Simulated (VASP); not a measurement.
Here is a VASP 6.6.1 calculation.

File INCAR:

```
ALGO     = Normal         # electronic algorithm
EDIFF    = 1E-6           # SCF threshold, eV
ENCUT    = 600            # plane-wave cutoff, eV
GGA_COMPAT= False        
ISIF     = 2              # what is computed and relaxed
ISMEAR   = -1             # smearing method
LASPH    = True           # aspherical terms in the spheres
LCHARG   = False          # write CHGCAR
LREAL    = False          # projectors in reciprocal space
LWAVE    = False          # write WAVECAR
NBANDS   = 11             # bands
NELM     = 120            # most SCF steps
PREC     = Accurate       # precision mode
SIGMA    = 0.05           # smearing width, eV
```

The input KPOINTS:

```
k-points
0
Gamma
  16 16 16
```

POSCAR

```
MgO
1.0
    0.0000000000      2.1647719303      2.1647719303
    2.1647719303      0.0000000000      2.1647719303
    2.1647719303      2.1647719303      0.0000000000
Mg O
1 1
Direct
    0.0000000000      0.0000000000      0.0000000000
    0.2500000000      0.2500000000      0.2500000000
```

Potentials or basis: VASP PAW LDA potentials, release 64 (Mg, O).

Run with:

```sh
$ cat potpaw_LDA.64/Mg/POTCAR potpaw_LDA.64/O/POTCAR > POTCAR
$ mpirun -np 1 vasp_std > vasp.out
```

Problem. What does it give for the pressure?

Solution. 21.0 GPa.

Problem. What does it give for the band gap on the k mesh?

Solution. 4.52 eV, indirect (the least direct gap lies 3.4 meV higher).

 A k mesh can miss the band edges.
